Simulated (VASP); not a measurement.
# BN in VASP: a series of runs

BN is run at these levels: PBE; tasks: single point.

Program: VASP 6.6.1. These are calculated values, not measurements. Logs are shortened: lines on timing, memory, paths and dates and some standing lists are left out, and cuts for length are marked.

## Step 1: The cell of the first run

It takes space group I-4m2 (No. 119, tetragonal). The conventional cell has a = 2.633 Å, b = 2.633 Å, c = 3.615 Å, α = 90.00°, β = 90.00°, γ = 90.00°. Within 2.1 Å of B (site symmetry -4m2) lie 4 N at 1.60 Å. N (site symmetry -4m2) has 4 B at 1.60 Å within 2.1 Å.

## Step 2: Single point, PBE (equal xx and yy strain of +3 %)

Input file INCAR:

```
ALGO = Normal
EDIFF = 1E-7
ENCUT = 520
GGA = PE
ISIF = 2
ISMEAR = -1
LASPH = T
LCHARG = F
LREAL = F
LWAVE = F
NBANDS = 11
NELM = 60
PREC = Accurate
SIGMA = 0.03
```

Input file KPOINTS:

```
k-points
0
Gamma
  13 13 13
```

Input file POSCAR:

```
BN
1.0
    0.0000000000      1.8617250000      1.8075000000
    1.8617250000      0.0000000000      1.8075000000
    1.8617250000      1.8617250000      0.0000000000
B N
1 1
Direct
    0.0000000000      0.0000000000      0.0000000000
    0.7500000000      0.7500000000      0.7500000000
```

Potentials or basis: VASP PAW PBE potentials, release 64 (B, N).

Started as:

```sh
cat potpaw_PBE.64/B/POTCAR potpaw_PBE.64/N/POTCAR > POTCAR
mpirun -np 1 vasp_std > vasp.out
```

OUTCAR:

```text
EDIFF = 1E-7
   ENCUT = 520
   GGA = PE
   ISIF = 2
   ISMEAR = -1
   LASPH = T
   LREAL = F
   NELM = 60
   PREC = Accurate

 ion  position               nearest neighbor table
   1  0.000  0.000  0.000-   2 1.60   2 1.60   2 1.60   2 1.60
   2  0.750  0.750  0.750-   1 1.60   1 1.60   1 1.60   1 1.60

  LATTYP: Found a body centered tetragonal cell.
 ALAT       =     2.6328767444
 C/A-ratio  =     1.3730228761

  Lattice vectors:

 A1 = (   0.0000000000,  -1.8617250000,  -1.8075000000)
 A2 = (   0.0000000000,   1.8617250000,  -1.8075000000)
 A3 = (   1.8617250000,   0.0000000000,   1.8075000000)

Analysis of symmetry for initial positions (statically):
=====================================================================
 Subroutine PRICEL returns:
 Original cell was already a primitive cell.

 Routine SETGRP: Setting up the symmetry group for a
 body centered tetragonal supercell.

 Subroutine GETGRP returns: Found  8 space group operations
 (whereof  8 operations were pure point group operations)
 out of a pool of 16 trial point group operations.

The static configuration has the point symmetry D_2d.

Analysis of symmetry for dynamics (positions and initial velocities):
=====================================================================
 Subroutine PRICEL returns:
 Original cell was already a primitive cell.

 Routine SETGRP: Setting up the symmetry group for a
 body centered tetragonal supercell.

 Subroutine GETGRP returns: Found  8 space group operations
 (whereof  8 operations were pure point group operations)
 out of a pool of 16 trial point group operations.

The dynamic configuration has the point symmetry D_2d.

 Subroutine INISYM returns: Found  8 space group operations
 (whereof  8 operations are pure point group operations),
 and found     1 'primitive' translations

----------------------------------------------------------------------------------------

                                     Primitive cell

  volume of cell :      12.5297

  direct lattice vectors                    reciprocal lattice vectors
     0.000000000  1.861725000  1.807500000    -0.268568129  0.268568129  0.276625173
     1.861725000  0.000000000  1.807500000     0.268568129 -0.268568129  0.276625173
     1.861725000  1.861725000  0.000000000     0.268568129  0.268568129 -0.276625173

  length of vectors
     2.594817185  2.594817185  2.632876744     0.469871436  0.469871436  0.469871436

  position of ions in fractional coordinates (direct lattice)
     0.000000000  0.000000000  0.000000000
     0.750000000  0.750000000  0.750000000

  ion indices of the primitive-cell ions
   primitive index   ion index
                 1           1
                 2           2

----------------------------------------------------------------------------------------

 KPOINTS: k-points

Automatic generation of k-mesh.
 Grid dimensions read from file:
 generate k-points for:   13   13   13

 Generating k-lattice:

  Cartesian coordinates                     Fractional coordinates (reciprocal lattice)
    -0.020659087  0.020659087  0.021278859     0.076923077 -0.000000000  0.000000000
     0.020659087 -0.020659087  0.021278859    -0.000000000  0.076923077  0.000000000
     0.020659087  0.020659087 -0.021278859     0.000000000  0.000000000  0.076923077

  Length of vectors
     0.036143957  0.036143957  0.036143957

  Shift w.r.t. Gamma in fractional coordinates (k-lattice)
     0.000000000  0.000000000  0.000000000

 Subroutine IBZKPT returns following result:
 ===========================================

 Found    196 irreducible k-points:

 Following reciprocal coordinates:
            Coordinates               Weight
  0.000000  0.000000  0.000000      1.000000
  0.076923  0.000000  0.000000      8.000000
  0.153846  0.000000  0.000000      8.000000
  0.230769  0.000000  0.000000      8.000000
  0.307692  0.000000  0.000000      8.000000
  0.384615  0.000000  0.000000      8.000000
[... 16 lines left out ...]
  0.384615  0.153846  0.000000      8.000000
  0.461538  0.153846  0.000000      8.000000
 [... further k-points ...]
   k-points           NKPTS =    196   k-points in BZ     NKDIM =    196   number of bands    NBANDS=     11
   number of dos      NEDOS =    301   number of ions     NIONS =      2
   total plane-waves  NPLWV =   8000
   dimension x,y,z NGX =    20 NGY =   20 NGZ =   20
   dimension x,y,z NGXF=    40 NGYF=   40 NGZF=   40
   ions per type =               1   1
   NGX,Y,Z   is equivalent  to a cutoff of  12.81, 12.81, 12.63 a.u.
   NGXF,Y,Z  is equivalent  to a cutoff of  25.63, 25.63, 25.26 a.u.
 SYSTEM =  unknown system
   PREC   = accura    normal or accurate (medium, high low for compatibility)
   ISTART =      0    job   : 0-new  1-cont  2-samecut
   ICHARG =      2    charge: 1-file 2-atom 10-const
   ISPIN  =      1    spin polarized calculation?
   LNONCOLLINEAR =      F non collinear calculations
   LSORBIT =      F    spin-orbit coupling
[... 54 lines left out ...]
 fundamental gap:      3.9822602621
 Fermi energy:         7.4732669356

 k-point     1 :       0.0000    0.0000    0.0000
  band No.  band energies     occupation
      1     -12.8800      2.00000
      2       6.6047      2.00000
      3       6.6047      2.00000
      4       6.8720      2.00000
      5      15.1024      0.00000
      6      15.3086      0.00000
      7      15.3086      0.00000
      8      16.0919      0.00000
      9      30.3584      0.00000
     10      33.0308      0.00000
     11      33.8619      0.00000

 k-point     2 :       0.0769    0.0000    0.0000
  band No.  band energies     occupation
      1     -12.7427      2.00000
      2       5.9185      2.00000
      3       6.4505      2.00000
      4       6.6649      2.00000
      5      15.2244      0.00000
      6      15.4971      0.00000
      7      15.5242      0.00000
      8      16.6410      0.00000
      9      30.2774      0.00000
     10      31.2713      0.00000
     11      32.1089      0.00000

 k-point     3 :       0.1538    0.0000    0.0000
  band No.  band energies     occupation
      1     -12.3356      2.00000
      2       4.1455      2.00000
      3       6.0631      2.00000
      4       6.3087      2.00000
      5      15.4104      0.00000
      6      16.0142      0.00000
      7      16.0374      0.00000
      8      17.8974      0.00000
      9      29.8931      0.00000
     10      29.9130      0.00000
     11      30.7223      0.00000

 k-point     4 :       0.2308    0.0000    0.0000
  band No.  band energies     occupation
      1     -11.6757      2.00000
      2       1.9929      2.00000
      3       5.5920      2.00000
      4       5.8915      2.00000
      5      15.5873      0.00000
      6      16.5570      0.00000
      7      16.6284      0.00000
      8      19.2123      0.00000
      9      29.3484      0.00000
     10      29.4743      0.00000
     11      30.1541      0.00000

 k-point     5 :       0.3077    0.0000    0.0000
  band No.  band energies     occupation
      1     -10.8050      2.00000
      2      -0.1559      2.00000
      3       5.1604      2.00000
      4       5.5125      2.00000
      5      15.7414      0.00000
      6      16.8600      0.00000
      7      17.0847      0.00000
      8      20.2668      0.00000
      9      29.0973      0.00000
     10      30.0173      0.00000
     11      30.3539      0.00000
[... 211 lines left out ...]
 k-point    21 :       0.2308    0.1538    0.0000
  band No.  band energies     occupation
      1     -11.6260      2.00000
      2       3.3289      2.00000
      3       4.5595      2.00000
      4       5.1007      2.00000
      5      14.0352      0.00000
      6      17.6489      0.00000
      7      18.1065      0.00000
      8      18.4214      0.00000
      9      25.7099      0.00000
     10      32.2790      0.00000
     11      33.6276      0.00000

 k-point    22 :       0.3077    0.1538    0.0000
  band No.  band energies     occupation
      1     -10.8936      2.00000
      2       1.3355      2.00000
      3       4.1239      2.00000
      4       4.7855      2.00000
      5      14.3323      0.00000
      6      18.0054      0.00000
      7      18.6270      0.00000
      8      18.9537      0.00000
      9      25.8374      0.00000
     10      32.2135      0.00000
     11      33.4331      0.00000

 k-point    23 :       0.3846    0.1538    0.0000
  band No.  band energies     occupation
      1      -9.9908      2.00000
      2      -0.6014      2.00000
      3       3.8674      2.00000
      4       4.3058      2.00000
      5      14.6911      0.00000
      6      18.3594      0.00000
      7      18.7792      0.00000
      8      19.4876      0.00000
      9      26.4799      0.00000
     10      32.0117      0.00000
     11      33.8065      0.00000

 k-point    24 :       0.4615    0.1538    0.0000
  band No.  band energies     occupation
      1      -9.0823      2.00000
      2      -2.1927      2.00000
      3       3.8128      2.00000
      4       3.8161      2.00000
      5      14.9787      0.00000
      6      18.3915      0.00000
      7      18.6484      0.00000
      8      20.5073      0.00000
      9      26.9185      0.00000
     10      32.0183      0.00000
     11      33.8349      0.00000

 [... further k-points ...]
[... 5 lines left out ...]
  --------------------------------------------------------------------------------------
  -------------------------------------------------------------------------------------
  Total       -1.7741555     -1.7741555     -0.4835160      0.0000000     -0.0000000     -0.0000000
  in kB     -226.8625954   -226.8625954    -61.8275558      0.0000000     -0.0000000     -0.0000000
  external PRESSURE =    -171.8509155 kB  Pullay stress =       0.0000000 kB

 VOLUME and BASIS-vectors are now :
 -----------------------------------------------------------------------------
  energy-cutoff  :      520.00
  volume of cell :       12.53
      direct lattice vectors                 reciprocal lattice vectors
     0.000000000  1.861725000  1.807500000    -0.268568129  0.268568129  0.276625173
     1.861725000  0.000000000  1.807500000     0.268568129 -0.268568129  0.276625173
     1.861725000  1.861725000  0.000000000     0.268568129  0.268568129 -0.276625173

 POSITION                                       TOTAL-FORCE (eV/Angst)
 -----------------------------------------------------------------------------------
      0.00000      0.00000      0.00000        -0.000000     -0.000000      0.000000
      2.79259      2.79259      2.71125         0.000000      0.000000     -0.000000
 -----------------------------------------------------------------------------------
    total drift:                               -0.000000     -0.000000      0.000001

  FREE ENERGIE OF THE ION-ELECTRON SYSTEM (eV)
  ---------------------------------------------------
  free  energy   TOTEN  =       -17.4047778782 eV

  energy  without entropy=      -17.4047778782  energy(sigma->0) =      -17.40477788
```

Wall time 35 s (1 thread of AMD EPYC 7R13, shared host); peak memory 0.11 GiB.

What came out:

```
Free energy            : -17.4048 eV
Pressure               : -17.2 GPa
Band gap on the k mesh : 3.98 eV, indirect (least direct gap 8.23 eV)
```

Stress tensor (GPa, compression positive):
```
-22.69   0.00   0.00
  0.00 -22.69   0.00
  0.00   0.00  -6.18
```

Caveat: the cell differs from its parent crystal (equal xx and yy strain of +3 %).

## Step 3: Single point, PBE (equal xy, yz and zx shear strains of -3 %)

Input file INCAR:

```
SYSTEM = BN
PREC     = Accurate       ! precision mode
ENCUT    = 520            ! plane-wave cutoff, eV
EDIFF    = 1E-7           ! SCF threshold, eV
ISMEAR   = -1             ! smearing method
SIGMA    = 0.03           ! smearing width, eV
LREAL    = .FALSE.        ! projectors in reciprocal space
LASPH    = .TRUE.         ! aspherical terms in the spheres
NELM     = 100            ! most SCF steps
ALGO     = Normal         ! electronic algorithm
ISIF     = 2              ! what is computed and relaxed
LWAVE    = .FALSE.        ! write WAVECAR
LCHARG   = .FALSE.        ! write CHGCAR
GGA      = PE             ! functional
NBANDS   = 11             ! bands
```

Input file KPOINTS:

```
regular mesh
0
G
  13 13 13
  0 0 0
```

Input file POSCAR:

```
BN
1.0
   -0.0542250000      1.7803875000      1.7803875000
    1.7803875000     -0.0542250000      1.7803875000
    1.7803875000      1.7803875000     -0.0542250000
B N
1 1
Direct
    0.0000000000      0.0000000000      0.0000000000
    0.7500000000      0.7500000000      0.7500000000
```

Potentials or basis: VASP PAW PBE potentials, release 64 (B, N).

Started as:

```sh
cat potpaw_PBE.64/B/POTCAR potpaw_PBE.64/N/POTCAR > POTCAR
mpirun -np 1 vasp_std > vasp.out
```

Wall time 34 s (1 thread of AMD EPYC 7R13, shared host); peak memory 0.11 GiB.

It converged, with:

```yaml
Free_energy: -17.4029 eV
Pressure: 4.6 GPa
Largest_force: 0.209 eV/Å
Band_gap_on_the_k_mesh: 4.41 eV, indirect (least direct gap 8.35 eV)
```

Forces on the atoms (eV/Å):
```
B    0.120  0.120  0.120
N   -0.120 -0.120 -0.120
```

Stress tensor (GPa, compression positive):
```
 4.59 14.12 14.12
14.12  4.59 14.12
14.12 14.12  4.59
```

Levels at points of the mesh, in eV from the valence-band top:
| k point | band 1 | band 2 | band 3 | band 4 | band 5 | band 6 | band 7 | band 8 |
| --- | --- | --- | --- | --- | --- | --- | --- | --- |
| (0.00, 0.00, 0.00) | -20.32 | -0.12 | -0.12 | 0.00 | 8.35 | 8.35 | 8.82 | 11.09 |

Caveat: the cell differs from its parent crystal (equal xy, yz and zx shear strains of -3 %).

## Step 4: Single point, PBE (equal xy, yz and zx shear strains of -1 %)

Input file INCAR:

```
PREC = Accurate
ENCUT = 520
EDIFF = 1E-6
ISMEAR = -1
SIGMA = 0.03
LREAL = False
LASPH = True
NELM = 60
ALGO = Normal
ISIF = 2
LWAVE = False
LCHARG = False
GGA = PE
NBANDS = 11
```

Input file KPOINTS:

```
Automatic mesh
0
Gamma
  13 13 13
```

Input file POSCAR:

```
BN
1.0
   -0.0180750000      1.7984625000      1.7984625000
    1.7984625000     -0.0180750000      1.7984625000
    1.7984625000      1.7984625000     -0.0180750000
B N
1 1
Direct
    0.0000000000      0.0000000000      0.0000000000
    0.7500000000      0.7500000000      0.7500000000
```

Started as:

```sh
cat potpaw_PBE.64/B/POTCAR potpaw_PBE.64/N/POTCAR > POTCAR
mpirun -np 1 vasp_std > vasp.out
```

Wall time 35 s (1 thread of AMD EPYC 7R13, shared host); peak memory 0.11 GiB.

The run converged. Its results:

```yaml
Free_energy: -17.4447 eV
Pressure: 3.4 GPa
Largest_force: 0.044 eV/Å
Band_gap_on_the_k_mesh: 4.49 eV, indirect (least direct gap 8.65 eV)
```

Forces in eV/Å, atoms in the order of the input:
```
B    0.026  0.026  0.026
N   -0.026 -0.026 -0.026
```

Stress tensor (GPa, compression positive):
```
3.44 4.60 4.60
4.60 3.44 4.60
4.60 4.60 3.44
```

Levels at points of the mesh, in eV from the valence-band top:
| k point | band 1 | band 2 | band 3 | band 4 | band 5 | band 6 | band 7 | band 8 | band 9 |
| --- | --- | --- | --- | --- | --- | --- | --- | --- | --- |
| (0.00, 0.00, 0.00) | -20.27 | -0.05 | -0.05 | 0.00 | 8.65 | 8.65 | 8.97 | 10.41 | 24.72 |

Caveat: the cell differs from its parent crystal (equal xy, yz and zx shear strains of -1 %). A k mesh can miss the band edges.

## Step 5: Single point, PBE (equal xy, yz and zx shear strains of +2 %)

Input file INCAR:

```
PREC = Accurate
ENCUT = 520
EDIFF = 1E-7
ISMEAR = -1
SIGMA = 0.03
LREAL = F
LASPH = T
NELM = 60
ALGO = Normal
ISIF = 2
LWAVE = F
LCHARG = F
GGA = PE
NBANDS = 11
```

KPOINTS is that of step 4.

Input file POSCAR:

```
BN
1.0
    0.0361500000      1.8255750000      1.8255750000
    1.8255750000      0.0361500000      1.8255750000
    1.8255750000      1.8255750000      0.0361500000
B N
1 1
Direct
    0.0000000000      0.0000000000      0.0000000000
    0.7500000000      0.7500000000      0.7500000000
```

Started as:

```sh
cat potpaw_PBE.64/B/POTCAR potpaw_PBE.64/N/POTCAR > POTCAR
mpirun -np 1 vasp_std > vasp.out
```

Run time: 37 s. Hardware: 1 thread of AMD EPYC 7R13, shared host; peak memory 0.11 GiB.

It converged, with:

```
Free energy            : -17.4300 eV
Pressure               : 3.8 GPa
Largest force          : 0.023 eV/Å
Band gap on the k mesh : 4.47 eV, indirect (least direct gap 8.04 eV)
```

Forces in eV/Å, atoms in the order of the input:
```
B   -0.013 -0.013 -0.013
N    0.013  0.013  0.013
```

Stress tensor (GPa, compression positive):
```
 3.84 -8.93 -8.93
-8.93  3.84 -8.93
-8.93 -8.93  3.84
```

Levels at points of the mesh, in eV from the valence-band top:
| k point | band 1 | band 2 | band 3 | band 4 | band 5 | band 6 | band 7 | band 8 | band 9 |
| --- | --- | --- | --- | --- | --- | --- | --- | --- | --- |
| (0.00, 0.00, 0.00) | -20.28 | -0.14 | 0.00 | 0.00 | 8.04 | 9.05 | 9.05 | 10.54 | 24.71 |

Caveat: the cell differs from its parent crystal (equal xy, yz and zx shear strains of +2 %). A k mesh can miss the band edges.

## Step 6: Single point, PBE (equal xy, yz and zx shear strains of -2 %)

Input file INCAR:

```
SYSTEM = BN
PREC = Accurate
ENCUT = 520
EDIFF = 1E-6
ISMEAR = -1
SIGMA = 0.03
LREAL = .False.
LASPH = .True.
NELM = 80
ALGO = Normal
ISIF = 2
LWAVE = .False.
LCHARG = .False.
GGA = PE
NBANDS = 11
```

Input file KPOINTS:

```
Automatic mesh
0
Gamma
  13 13 13
  0 0 0
```

Input file POSCAR:

```
BN
1.0
   -0.0361500000      1.7894250000      1.7894250000
    1.7894250000     -0.0361500000      1.7894250000
    1.7894250000      1.7894250000     -0.0361500000
B N
1 1
Direct
    0.0000000000      0.0000000000      0.0000000000
    0.7500000000      0.7500000000      0.7500000000
```

Potentials or basis: VASP PAW PBE potentials, release 64 (B, N).

Started as:

```sh
cat potpaw_PBE.64/B/POTCAR potpaw_PBE.64/N/POTCAR > POTCAR
mpirun -np 1 vasp_std > vasp.out
```

It took 40 s on 1 thread of AMD EPYC 7R13, shared host; peak memory 0.11 GiB.

The run converged. Its results:

| Item | Value |
| --- | --- |
| Free energy | -17.4292 eV |
| Pressure | 3.9 GPa |
| Largest force | 0.113 eV/Å |
| Band gap on the k mesh | 4.45 eV, indirect (least direct gap 8.50 eV) |

Forces on the atoms (eV/Å):
```
B    0.065  0.065  0.065
N   -0.065 -0.065 -0.065
```

Stress tensor (GPa, compression positive):
```
3.87 9.30 9.30
9.30 3.87 9.30
9.30 9.30 3.87
```

Levels at points of the mesh, in eV from the valence-band top:
```csv
k point,band 2,band 3,band 4,band 5,band 6,band 7
"(0.00, 0.00, 0.00)",-0.09,-0.09,0.00,8.50,8.50,8.94
```

Caveat: the cell differs from its parent crystal (equal xy, yz and zx shear strains of -2 %).

## Step 7: Overview

```csv
cell,gap on the mesh (eV),pressure (GPa),largest force (eV/Å)
"a = 2.595, b = 2.595, c = 2.633 Å, angles 59.5, 59.5, 61.0°, 2 atoms",3.98,-17.2,-
"a = 2.518 Å, angles 62.0°, 2 atoms",4.41,4.6,0.21
"a = 2.543 Å, angles 60.7°, 2 atoms",4.49,3.4,0.04
"a = 2.582 Å, angles 58.7°, 2 atoms",4.47,3.8,0.02
"a = 2.531 Å, angles 61.3°, 2 atoms",4.45,3.9,0.11
```

Alike in all rows: task single point; level PBE; potentials or basis VASP PAW PBE potentials, release 64 (B, N); no spin polarisation; k mesh 13 × 13 × 13; cutoff (eV) 520; smearing fermi-dirac 0.03 eV.

Absolute energies hang on the potentials; compare differences alone.
